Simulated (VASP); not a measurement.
Input of a VASP 6.6.1 run:

Contents of INCAR:

```
SYSTEM = Al2BP3
  ALGO = Normal
  EDIFF = 1E-6
  EDIFFG = -0.04
  ENCUT = 600
  GGA = PE
  IBRION = 2
  ISIF = 3
  ISMEAR = 0
  LASPH = .True.
  LCHARG = .False.
  LREAL = .False.
  LWAVE = .False.
  NELM = 80
  NSW = 90
  PREC = Accurate
  SIGMA = 0.1
```

Contents of KPOINTS:

```
k-points
0
Gamma
  6 6 4
  0 0 0
```

POSCAR

```
Al2BP3
1.0
    4.3312352100      0.0000000000      0.0000000000
   -2.1656176000      3.7509597200      0.0000000000
    0.0000000000      0.0000000000      6.8274482300
Al B P
2 1 3
Direct
    0.6666666700      0.3333333300      0.2483411600
    0.3333333300      0.6666666700      0.7516588400
    0.0000000000      0.0000000000      0.0000000000
    0.0000000000      0.0000000000      0.5000000000
    0.6666666700      0.3333333300      0.6493157700
    0.3333333300      0.6666666700      0.3506842300
```

Potentials or basis: VASP PAW PBE potentials, release 64 (Al, B, P).

Command:

```console
$ cat potpaw_PBE.64/Al/POTCAR potpaw_PBE.64/B/POTCAR potpaw_PBE.64/P/POTCAR > POTCAR
$ mpirun -np 1 vasp_std > vasp.out
```

Task: Predict the relaxed volume.

Result: 14.07 Å³/atom.

Task: Estimate the space group after relaxing (to 0.1 Å).

Result: P-3m1 (No. 164).

Task: Predict the relaxed cell.

Result: a = 3.382 Å, b = 3.382 Å, c = 8.524 Å, α = 90.00°, β = 90.00°, γ = 120.00°.

Step by step:
```csv
step,energy change (eV),largest force (eV/Å),pressure (GPa),volume (Å³)
1,0.0000,0.4218,-8.54,110.92
3,-0.5197,1.2525,0.54,94.63
5,-1.3049,1.5835,2.88,84.24
7,-1.3968,1.6592,5.95,80.76
9,-1.6836,0.9621,11.46,75.64
11,-1.8246,0.6523,10.30,76.67
13,-2.0436,0.4413,1.15,82.78
15,-2.0457,0.4695,0.23,83.58
17,-2.0765,0.3817,0.10,83.99
19,-2.1916,0.3139,-0.22,85.81
21,-2.2285,0.5743,-0.34,86.95
23,-2.2350,0.6596,-0.38,87.45
25,-2.2700,0.8342,-0.59,88.09
27,-2.2745,0.9891,-0.63,88.49
29,-2.3655,0.8678,-0.95,88.25
31,-2.8179,0.7725,-1.00,87.01
33,-4.3639,1.5764,7.61,79.53
35,-4.5336,1.5516,4.00,81.81
37,-4.5531,1.4000,2.59,82.87
39,-4.6052,1.1914,1.17,83.82
41,-4.8956,0.4363,-2.23,85.96
43,-4.9274,0.0476,0.40,84.14
45,-4.9331,0.0790,0.10,84.40
47,-4.9367,0.0540,0.08,84.50
48,-4.9368,0.0378,0.21,84.42
```

Caveat: the volume moved by over 15 % at a fixed basis, so the end points are rough.
